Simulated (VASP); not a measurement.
PbSe:

```
CELL_PARAMETERS angstrom
0.00000 3.57177 3.42320
3.57177 0.00000 3.42320
3.57177 3.57177 0.00000
ATOMIC_POSITIONS crystal
Pb 0.00000 0.00000 0.00000
Se 0.25000 0.25000 0.25000
```

This cell differs from its parent crystal: biaxial xy strain +4.3%.

Program: VASP 6.6.1. Alike in all runs: task single point; potentials or basis VASP PAW PBE potentials, release 64 (Pb_d, Se); no spin polarisation; cell as given; cutoff (eV) 520.

Q: Order these runs on this cell by their band gap on the k mesh, lowest first.
A. level HSE06; k mesh 4 × 4 × 4; smearing gaussian 0.01 eV; grid for exact exchange (PRECFOCK) Normal; screening parameter 0.2079 1/Å
B. level PBE; k mesh 6 × 6 × 6; smearing fermi-dirac 0.02 eV
C. level r2SCAN; k mesh 6 × 6 × 6; smearing gaussian 0.01 eV

A: B (0.80 eV), C (0.98 eV), A (1.15 eV).

Caveats: spin-orbit coupling is left out, which moves the levels of the heavy elements.

A k mesh can miss the band edges.
